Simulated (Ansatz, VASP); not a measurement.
**CaSe in VASP and in Ansatz**

The input POSCAR:

```
CaSe
1.0
   -0.1438326912      2.9498226628      2.9498226628
    2.9498226628     -0.1438326912      2.9498226628
    2.9498226628      2.9498226628     -0.1438326912
Ca Se
1 1
Direct
    0.0000000000      0.0000000000      0.0000000000
    0.5000000000      0.5000000000      0.5000000000
```

File INCAR.step1:

```
SYSTEM = CaSe
  ALGO = Normal
  EDIFF = 1E-4
  ENCUT = 520
  GGA = PE
  ISMEAR = 0
  LASPH = .True.
  LCHARG = .False.
  LREAL = .False.
  LWAVE = .True.
  NBANDS = 15
  NELM = 60
  PREC = Accurate
  SIGMA = 0.01
```

File INCAR.step2:

```
SYSTEM = CaSe
  ALGO = Normal
  EDIFF = 1E-6
  ENCUT = 520
  ISIF = 2
  ISMEAR = 0
  ISTART = 1
  LASPH = .True.
  LCHARG = .False.
  LMIXTAU = .True.
  LREAL = .False.
  LWAVE = .False.
  METAGGA = R2SCAN
  NBANDS = 15
  NELM = 60
  PREC = Accurate
  SIGMA = 0.01
```

KPOINTS

```
k-points
0
Gamma
  8 8 8
  0 0 0
```

Input for Ansatz:

```yaml
crystal:
  lattice:
    - [-0.1438326912, 2.9498226628, 2.9498226628]
    - [2.9498226628, -0.1438326912, 2.9498226628]
    - [2.9498226628, 2.9498226628, -0.1438326912]
  atoms:
    - { symbol: Ca, position: [0.0, 0.0, 0.0] }
    - { symbol: Se, position: [0.5, 0.5, 0.5] }
kpoints:
  mp_grid: { grid: [8, 8, 8] }
  band_path:
    path:
      - [0.0, 0.0, 0.0]
      - [0.5, 0.0, 0.5]
      - [0.625, 0.25, 0.625]
      - [0.375, 0.375, 0.75]
      - [0.5, 0.5, 0.5]
      - [0.5, 0.25, 0.75]
      - [0.0, 0.5, 0.5]
    npoints: 1
hamiltonian:
  xc: r2scan
scf:
  occupations: { method: fixed }
  n_extra_bands: 4
output:
  forces: true
  stress: true
  eigenvalues: true
```

Change from the starting cell: epitaxial_111 strain +4.2%.

Alike in both runs: task single point; functional r2SCAN; k mesh 8 × 8 × 8; no spin polarisation.

|  | VASP | Ansatz |
| --- | --- | --- |
| version | VASP 6.6.1 | Ansatz 0.2.0 |
| potentials or method | VASP PAW PBE potentials, release 64 (Ca_sv, Se) | plane waves, PAW |
| plane-wave cutoff (eV) | 520 | 500 |
| occupations | gaussian, width 0.01 eV | fixed |
| valence electrons in the cell | 16 | 26 |

```csv
,VASP,Ansatz,Ansatz less VASP
gap on the k mesh at the Fermi level (eV),2.36,2.36,-0.001
pressure (GPa),-2.3,-2.5,-0.20
"traceless stress, the component that is largest in VASP (GPa)",1.25,1.25,+0.008
```

VASP's potentials were made for PBE, not for r2SCAN. VASP's potentials hold 16 valence electrons a cell and Ansatz's 26, so a difference there can come from the potentials and not from the codes.
